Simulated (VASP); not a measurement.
# SnO2 (I4_1/amd) in VASP: a series of runs

The runs below take SnO2 through single point, relaxation of cell and atoms, with PBE, PBEsol, LDA.

Everything below comes from runs of VASP 6.6.1. Logs are shortened: lines on timing, memory, paths and dates and some standing lists are left out, and cuts for length are marked.

### Step 1. The cell of the first run

Symmetry: I4_1/amd, No. 141, tetragonal system. The conventional cell has a = 4.000 Å, b = 4.000 Å, c = 10.247 Å, α = 90.00°, β = 90.00°, γ = 90.00°. Within 2.7 Å of Sn (site symmetry -4m2) lie 6 O at 2.06 to 2.09 Å. Within 2.7 Å of O (site symmetry 2mm) lie 3 Sn at 2.06 to 2.09 Å and 2 O at 2.57 Å.

### Step 2. Single point, PBE

Contents of INCAR:

```
  ALGO = Normal
  EDIFF = 1E-6
  ENCUT = 520
  GGA = PE
  ISIF = 2
  ISMEAR = -1
  LASPH = T
  LCHARG = F
  LREAL = F
  LWAVE = F
  NBANDS = 35
  NELM = 60
  PREC = Accurate
  SIGMA = 0.05
```

Contents of KPOINTS:

```
k-points
0
Gamma
  7 7 7
```

Contents of POSCAR:

```
SnO2
1.0
   -2.0000686112      2.0000686112      5.1236788559
    2.0000686112     -2.0000686112      5.1236788559
    2.0000686112      2.0000686112     -5.1236788559
Sn O
2 4
Direct
    0.0000000000      0.0000000000      0.0000000000
    0.7500000000      0.2500000000      0.5000000000
    0.5462592689      0.0462592689      0.5000000000
    0.2037407311      0.2037407311      0.0000000000
    0.9537407311      0.4537407311      0.5000000000
    0.7962592689      0.7962592689      0.0000000000
```

Potentials or basis: VASP PAW PBE potentials, release 64 (Sn_d, O).

The run is started by

```console
$ cat potpaw_PBE.64/Sn_d/POTCAR potpaw_PBE.64/O/POTCAR > POTCAR
$ mpirun -np 1 vasp_std > vasp.out
```

OUTCAR:

```text
EDIFF = 1E-6
   ENCUT = 520
   GGA = PE
   ISIF = 2
   ISMEAR = -1
   LASPH = T
   LREAL = F
   NELM = 60
   PREC = Accurate

 ion  position               nearest neighbor table
   1  0.000  0.000  0.000-   3 2.06   5 2.06   3 2.06   5 2.06   4 2.09   6 2.09   2 3.25   2 3.25
                             2 3.25   2 3.25
   2  0.750  0.250  0.500-   6 2.06   4 2.06   6 2.06   4 2.06   3 2.09   5 2.09   1 3.25   1 3.25
                             1 3.25   1 3.25
   3  0.546  0.046  0.500-   1 2.06   1 2.06   2 2.09
   4  0.204  0.204  0.000-   2 2.06   2 2.06   1 2.09
   5  0.954  0.454  0.500-   1 2.06   1 2.06   2 2.09
   6  0.796  0.796  0.000-   2 2.06   2 2.06   1 2.09

  LATTYP: Found a body centered tetragonal cell.
 ALAT       =     4.0001372224
 C/A-ratio  =     2.5617515455

  Lattice vectors:

 A1 = (  -2.0000686112,   2.0000686112,   5.1236788559)
 A2 = (   2.0000686112,  -2.0000686112,   5.1236788559)
 A3 = (   2.0000686112,   2.0000686112,  -5.1236788559)

Analysis of symmetry for initial positions (statically):
=====================================================================
 Subroutine PRICEL returns:
 Original cell was already a primitive cell.

 Routine SETGRP: Setting up the symmetry group for a
 body centered tetragonal supercell.

 Subroutine GETGRP returns: Found 16 space group operations
 (whereof  8 operations were pure point group operations)
 out of a pool of 16 trial point group operations.

The static configuration has the point symmetry D_2d.
 The point group associated with its full space group is D_4h.

Analysis of symmetry for dynamics (positions and initial velocities):
=====================================================================
 Subroutine PRICEL returns:
 Original cell was already a primitive cell.

 Routine SETGRP: Setting up the symmetry group for a
 body centered tetragonal supercell.

 Subroutine GETGRP returns: Found 16 space group operations
 (whereof  8 operations were pure point group operations)
 out of a pool of 16 trial point group operations.

The dynamic configuration has the point symmetry D_2d.
 The point group associated with its full space group is D_4h.

 Subroutine INISYM returns: Found 16 space group operations
 (whereof  8 operations are pure point group operations),
 and found     1 'primitive' translations

----------------------------------------------------------------------------------------

                                     Primitive cell

  volume of cell :      81.9845

  direct lattice vectors                    reciprocal lattice vectors
    -2.000068611  2.000068611  5.123678856     0.000000000  0.249991424  0.097586132
     2.000068611 -2.000068611  5.123678856     0.249991424  0.000000000  0.097586132
     2.000068611  2.000068611 -5.123678856     0.249991424  0.249991424  0.000000000

  length of vectors
     5.852574982  5.852574982  5.852574982     0.268363122  0.268363122  0.353541262

  position of ions in fractional coordinates (direct lattice)
     0.000000000  0.000000000  0.000000000
     0.750000000  0.250000000  0.500000000
     0.546259269  0.046259269  0.500000000
     0.203740731  0.203740731  0.000000000
     0.953740731  0.453740731  0.500000000
     0.796259269  0.796259269  0.000000000

  ion indices of the primitive-cell ions
   primitive index   ion index
                 1           1
                 2           2
                 3           3
                 4           4
                 5           5
                 6           6

----------------------------------------------------------------------------------------

 KPOINTS: k-points

Automatic generation of k-mesh.
 Grid dimensions read from file:
 generate k-points for:    7    7    7

 Generating k-lattice:

  Cartesian coordinates                     Fractional coordinates (reciprocal lattice)
     0.000000000  0.035713061  0.013940876     0.142857143  0.000000000 -0.000000000
     0.035713061  0.000000000  0.013940876     0.000000000  0.142857143 -0.000000000
     0.035713061  0.035713061  0.000000000     0.000000000  0.000000000  0.142857143

  Length of vectors
     0.038337589  0.038337589  0.050505895

  Shift w.r.t. Gamma in fractional coordinates (k-lattice)
     0.000000000  0.000000000  0.000000000

 Subroutine IBZKPT returns following result:
 ===========================================

 Found     40 irreducible k-points:

 Following reciprocal coordinates:
            Coordinates               Weight
  0.000000  0.000000  0.000000      1.000000
  0.142857  0.000000  0.000000      8.000000
  0.285714  0.000000  0.000000      8.000000
  0.428571  0.000000 -0.000000      8.000000
  0.142857  0.142857  0.000000      8.000000
  0.285714  0.142857  0.000000     16.000000
[... 16 lines left out ...]
 -0.142857  0.285714  0.142857      8.000000
 -0.428571  0.428571  0.142857      8.000000
 [... further k-points ...]
   k-points           NKPTS =     40   k-points in BZ     NKDIM =     40   number of bands    NBANDS=     35
   number of dos      NEDOS =    301   number of ions     NIONS =      6
   total plane-waves  NPLWV = 110592
   dimension x,y,z NGX =    48 NGY =   48 NGZ =   48
   dimension x,y,z NGXF=    96 NGYF=   96 NGZF=   96
   ions per type =               2   4
   NGX,Y,Z   is equivalent  to a cutoff of  13.63, 13.63, 13.63 a.u.
   NGXF,Y,Z  is equivalent  to a cutoff of  27.27, 27.27, 27.27 a.u.
 SYSTEM =  unknown system
   PREC   = accura    normal or accurate (medium, high low for compatibility)
   ISTART =      0    job   : 0-new  1-cont  2-samecut
   ICHARG =      2    charge: 1-file 2-atom 10-const
   ISPIN  =      1    spin polarized calculation?
   LNONCOLLINEAR =      F non collinear calculations
   LSORBIT =      F    spin-orbit coupling
   LASPH  =      T    aspherical Exc in radial PAW
   ENCUT  =  520.0 eV  38.22 Ry    6.18 a.u.  10.88 10.88 10.88*2*pi/ulx,y,z
   NELM   =     60;   NELMIN=  2; NELMDL= -5     # of ELM steps
   EDIFF  = 0.1E-05   stopping-criterion for ELM
   LREAL  =      F    real-space projection
   EDIFFG = 0.1E-04   stopping-criterion for IOM
   NSW    =      0    number of steps for IOM
   IBRION =     -1    ionic relax: 0-MD 1-quasi-New 2-CG
   NFREE  =      0    steps in history (QN), initial steepest desc. (CG)
   ISIF   =      2    stress and relaxation
   ISYM   =      2    0-nonsym 1-usesym 2-fastsym
   POTIM  = 0.5000    time-step for ionic-motion
   TEBEG  =    0.0;   TEEND  =   0.0 temperature during run
   PSTRESS=    0.0 pullay stress
   NELECT =      52.0000    total number of electrons
   NUPDOWN=      -1.0000    fix difference up-down
   EMIN   =  10.00;   EMAX   =-10.00  energy-range for DOS
   EFERMI =   0.00;   METHOD = LEGACY
   ISMEAR =    -1;   SIGMA  =   0.05  broadening in eV -4-tet -1-fermi 0-gaus
   EFERMI_NEDOS =   21; number of points for ismear=-14 and -15
   IALGO  =     38    algorithm
   IMIX   =      4    mixing-type and parameters
     AMIX     =   0.40;   BMIX     =  1.00
     AMIX_MAG =   1.60;   BMIX_MAG =  1.00
  volume/ion in A,a.u.               =      13.66        92.21
  Fermi-wavevector in a.u.,A,eV,Ry     =   1.406583  2.658057 26.918799  1.978476
  Thomas-Fermi vector in A             =   2.528929
   LORBIT       =      0    0 simple, 1 ext, 2 COOP (PROOUT), +10 PAW based schemes
   GGA     = PE    functional components
   LHFCALC =     F    Hartree Fock is set to
   AEXX    =    0.0000 exact exchange contribution
   IVDW    =     0    specifies the selected vdW correction
   LEPSILON=     F    determine dielectric tensor
   LRPA    =     F    only Hartree local field effects (RPA)
 non-spin polarized calculation
  energy-cutoff  :      520.00
  volume of cell :       81.98
 maximum number of plane-waves:      2247
 NGX is ok and might be reduce to    48
   NGX = 21   NGY = 21   NGZ = 21

 number of electron      52.0000007 magnetization

 Free energy of the ion-electron system (eV)
  ---------------------------------------------------
  ext. energy  EPLUGINS =         0.00000000
  ---------------------------------------------------
  free energy    TOTEN  =       -36.90259718 eV

  energy without entropy =      -36.90259717  energy(sigma->0) =      -36.90259718

 E-fermi :   4.9634     XC(G=0): -10.2919

 val. band max:        4.0610114573   @ k =   0.4286   0.2857   0.1429
 cond. band min:       5.6840234888   @ k =   0.0000   0.0000   0.0000
 fundamental gap:      1.6230120315
 Fermi energy:         4.9634413540

 k-point     1 :       0.0000    0.0000    0.0000
  band No.  band energies     occupation
      1     -16.3538      2.00000
      2     -16.3441      2.00000
      3     -16.2121      2.00000
      4     -15.6307      2.00000
      5     -15.5437      2.00000
      6     -15.5437      2.00000
[... 27 lines left out ...]
     34      16.4952      0.00000
     35      16.5126      0.00000

 k-point     2 :       0.1429    0.0000    0.0000
  band No.  band energies     occupation
      1     -16.3839      2.00000
      2     -16.2522      2.00000
      3     -16.1770      2.00000
      4     -15.6402      2.00000
      5     -15.5482      2.00000
      6     -15.5394      2.00000
[... 27 lines left out ...]
     34      15.8144      0.00000
     35      16.1535      0.00000

 k-point     3 :       0.2857    0.0000    0.0000
  band No.  band energies     occupation
      1     -16.3827      2.00000
      2     -16.1825      2.00000
      3     -16.0220      2.00000
      4     -15.6652      2.00000
      5     -15.5577      2.00000
      6     -15.5297      2.00000
[... 27 lines left out ...]
     34      15.5891      0.00000
     35      15.7409      0.00000
[... 723 lines left out ...]
 k-point    23 :      -0.1429    0.2857    0.1429
  band No.  band energies     occupation
      1     -16.3662      2.00000
      2     -16.1251      2.00000
      3     -15.8564      2.00000
      4     -15.7651      2.00000
      5     -15.5617      2.00000
      6     -15.4968      2.00000
[... 27 lines left out ...]
     34      15.4179      0.00000
     35      16.6414      0.00000

 k-point    24 :      -0.4286    0.4286    0.1429
  band No.  band energies     occupation
      1     -16.2063      2.00000
      2     -16.0771      2.00000
      3     -15.7691      2.00000
      4     -15.6313      2.00000
      5     -15.5627      2.00000
      6     -15.4667      2.00000
[... 27 lines left out ...]
     34      15.2843      0.00000
     35      17.0866      0.00000

 [... further k-points ...]

------------------------ aborting loop because EDIFF is reached ----------------------------------------

  FORCE on cell =-STRESS in cart. coord.  units (eV):
  Direction    XX          YY          ZZ          XY          YZ          ZX
  --------------------------------------------------------------------------------------
  -------------------------------------------------------------------------------------
  Total        3.3449653      3.3449653      3.0180734      0.0000000      0.0000000      0.0000000
  in kB       65.3688017     65.3688017     58.9805344      0.0000000      0.0000000      0.0000000
  external PRESSURE =      63.2393793 kB  Pullay stress =       0.0000000 kB

 VOLUME and BASIS-vectors are now :
 -----------------------------------------------------------------------------
  energy-cutoff  :      520.00
  volume of cell :       81.98
      direct lattice vectors                 reciprocal lattice vectors
    -2.000068611  2.000068611  5.123678856     0.000000000  0.249991424  0.097586132
     2.000068611 -2.000068611  5.123678856     0.249991424  0.000000000  0.097586132
     2.000068611  2.000068611 -5.123678856     0.249991424  0.249991424  0.000000000

 POSITION                                       TOTAL-FORCE (eV/Angst)
 -----------------------------------------------------------------------------------
      0.00000      0.00000      0.00000        -0.000000     -0.000000      0.000000
     -0.00000      2.00007      2.56184        -0.000000     -0.000000      0.000000
      0.00000      2.00007      0.47404         0.000000     -0.000000     -0.025201
      0.00000      0.00000      2.08780        -0.000000      0.000000      0.025201
      0.00000      2.00007      4.64964         0.000000     -0.000000      0.025201
      0.00000      0.00000      8.15955        -0.000000      0.000000     -0.025201
 -----------------------------------------------------------------------------------
    total drift:                               -0.000000     -0.000000      0.000000

  FREE ENERGIE OF THE ION-ELECTRON SYSTEM (eV)
  ---------------------------------------------------
  free  energy   TOTEN  =       -36.9025971799 eV

  energy  without entropy=      -36.9025971742  energy(sigma->0) =      -36.90259718
```

It took 92 s on 1 thread of Intel Xeon 6975P-C (Granite Rapids), shared host; peak memory 0.35 GiB.

What came out:

| Property | Result |
| --- | --- |
| Free energy | -36.9026 eV |
| Pressure | 6.3 GPa |
| Largest force | 0.025 eV/Å |
| Band gap on the k mesh | 1.62 eV, indirect (least direct gap 2.01 eV) |

Forces on the atoms (eV/Å):
```
Sn   0.000  0.000  0.000
Sn   0.000  0.000  0.000
O    0.000  0.000 -0.025
O    0.000  0.000  0.025
O    0.000  0.000  0.025
O    0.000  0.000 -0.025
```

Stress tensor (GPa, compression positive):
```
6.54 0.00 0.00
0.00 6.54 0.00
0.00 0.00 5.90
```

Caveat: spin-orbit coupling is left out, which moves the levels of the heavy elements. As with any semilocal functional, this PBE gap is likely too small.

### Step 3. Single point, PBE

This run uses another cell than the first one, of 14.18 Å³/atom, 1.038 times its volume.

Contents of INCAR:

```
PREC = Accurate
ENCUT = 520
EDIFF = 1E-6
ISMEAR = -1
SIGMA = 0.05
LREAL = False
LASPH = True
NELM = 60
ALGO = Normal
ISIF = 2
LWAVE = False
LCHARG = False
GGA = PE
NBANDS = 35
```

Contents of KPOINTS:

```
Automatic mesh
0
Gamma
  7 7 7
```

Contents of POSCAR:

```
SnO2
1.0
   -2.0261360901      2.0261360901      5.1813267788
    2.0261360901     -2.0261360901      5.1813267788
    2.0261360901      2.0261360901     -5.1813267788
Sn O
2 4
Direct
    0.0000000000      0.0000000000      0.0000000000
    0.7500000000      0.2500000000      0.5000000000
    0.5475887252      0.0475887252      0.5000000000
    0.2024112748      0.2024112748      0.0000000000
    0.9524112748      0.4524112748      0.5000000000
    0.7975887252      0.7975887252      0.0000000000
```

Potentials or basis: VASP PAW PBE potentials, release 64 (Sn_d, O).

The run is started by

```console
$ cat potpaw_PBE.64/Sn_d/POTCAR potpaw_PBE.64/O/POTCAR > POTCAR
$ mpirun -np 1 vasp_std > vasp.out
```

Wall time 86 s (1 thread of Intel Xeon 6975P-C (Granite Rapids), shared host); peak memory 0.36 GiB.

It converged, with:

```yaml
Free_energy: -36.9696 eV
Pressure: 0.6 GPa
Largest_force: 0.025 eV/Å
Band_gap_on_the_k_mesh: 1.31 eV, indirect (least direct gap 1.64 eV)
```

Forces on the atoms (eV/Å):
```
Sn   0.000  0.000  0.000
Sn   0.000  0.000  0.000
O    0.000  0.000 -0.025
O    0.000  0.000  0.025
O    0.000  0.000  0.025
O    0.000  0.000 -0.025
```

Stress tensor (GPa, compression positive):
```
0.48 0.00 0.00
0.00 0.48 0.00
0.00 0.00 0.70
```

Levels at points of the mesh, in eV from the valence-band top:
| k point | band 22 | band 23 | band 24 | band 25 | band 26 | band 27 | band 28 | band 29 | band 30 | band 31 |
| --- | --- | --- | --- | --- | --- | --- | --- | --- | --- | --- |
| (0.00, 0.00, 0.00) | -1.06 | -0.63 | -0.63 | -0.34 | -0.34 | 1.31 | 5.27 | 9.28 | 9.60 | 9.74 |

Caveat: spin-orbit coupling is left out, which moves the levels of the heavy elements. A k mesh can miss the band edges.

### Step 4. Single point, PBEsol

INCAR, as its differences from that of step 3:

```diff
@@ -12,3 +12,3 @@
 LCHARG = False
-GGA = PE
+GGA = PS
 NBANDS = 35
```

Contents of KPOINTS:

```
regular mesh
0
Gamma
  9 9 9
```

Contents of POSCAR:

```
SnO2
1.0
   -2.0000686112      2.0000686112      5.1236788559
    2.0000686112     -2.0000686112      5.1236788559
    2.0000686112      2.0000686112     -5.1236788559
Sn O
2 4
Direct
    0.0000000000      0.0000000000      0.0000000000
    0.7500000000      0.2500000000      0.5000000000
    0.5465225900      0.0465225900      0.5000000000
    0.2034774100      0.2034774100      0.0000000000
    0.9534774100      0.4534774100      0.5000000000
    0.7965225900      0.7965225900      0.0000000000
```

The run is started by

```console
$ cat potpaw_PBE.64/Sn_d/POTCAR potpaw_PBE.64/O/POTCAR > POTCAR
$ mpirun -np 1 vasp_std > vasp.out
```

Wall time 10 min (1 thread of AMD EPYC 7R13, shared host); peak memory 0.39 GiB.

The run converged. Its results:

- Free energy: -39.2188 eV
- Pressure: 1.3 GPa
- Largest force: 0.056 eV/Å
- Band gap on the k mesh: 1.55 eV, indirect (least direct gap 1.94 eV)

Forces in eV/Å, atoms in the order of the input:
```
Sn   0.000  0.000  0.000
Sn   0.000  0.000  0.000
O    0.000  0.000  0.056
O    0.000  0.000 -0.056
O    0.000  0.000 -0.056
O    0.000  0.000  0.056
```

Stress tensor (GPa, compression positive):
```
1.55 0.00 0.00
0.00 1.55 0.00
0.00 0.00 0.67
```

Levels at points of the mesh, in eV from the valence-band top:
| k point | band 23 | band 24 | band 25 | band 26 | band 27 | band 28 | band 29 | band 30 |
| --- | --- | --- | --- | --- | --- | --- | --- | --- |
| (0.00, 0.00, 0.00) | -0.67 | -0.67 | -0.39 | -0.39 | 1.55 | 5.49 | 9.23 | 9.67 |

Caveat: the PAW data sets were made with another functional, which shifts forces and pressure a little; spin-orbit coupling is left out, which moves the levels of the heavy elements.

### Step 5. Single point, LDA

Contents of INCAR:

```
ALGO = Normal
EDIFF = 1E-6
ENCUT = 520
ISIF = 2
ISMEAR = -1
LASPH = T
LCHARG = T
LELF = T
LREAL = F
LVHAR = T
LWAVE = F
NBANDS = 35
NELM = 80
PREC = Accurate
SIGMA = 0.05
```

Contents of KPOINTS:

```
k-points
0
Gamma
  9 9 9
```

POSCAR is that of step 4.

Potentials or basis: VASP PAW LDA potentials, release 64 (Sn_d, O).

The run is started by

```console
$ cat potpaw_LDA.64/Sn_d/POTCAR potpaw_LDA.64/O/POTCAR > POTCAR
$ mpirun -np 1 vasp_std > vasp.out
```

Run time: 13 min. Hardware: 1 thread of AMD EPYC 7R13, shared host; peak memory 0.33 GiB.

It converged, with:

* Free energy: -41.7247 eV
* Pressure: -3.0 GPa
* Largest force: 0.158 eV/Å
* Band gap on the k mesh: 1.52 eV, indirect (least direct gap 1.91 eV)

Forces on the atoms (eV/Å):
```
Sn   0.000  0.000  0.000
Sn   0.000  0.000  0.000
O    0.000  0.000  0.158
O    0.000  0.000 -0.158
O    0.000  0.000 -0.158
O    0.000  0.000  0.158
```

Stress tensor (GPa, compression positive):
```
-2.73  0.00  0.00
 0.00 -2.73  0.00
 0.00  0.00 -3.67
```

Levels at points of the mesh, in eV from the valence-band top:
| k point | band 22 | band 23 | band 24 | band 25 | band 26 | band 27 | band 28 | band 29 | band 30 | band 31 |
| --- | --- | --- | --- | --- | --- | --- | --- | --- | --- | --- |
| (0.00, 0.00, 0.00) | -1.07 | -0.68 | -0.68 | -0.39 | -0.39 | 1.52 | 5.40 | 9.01 | 9.54 | 9.60 |

Caveat: spin-orbit coupling is left out, which moves the levels of the heavy elements. A k mesh can miss the band edges.

(Continued in part 2 of 2.)
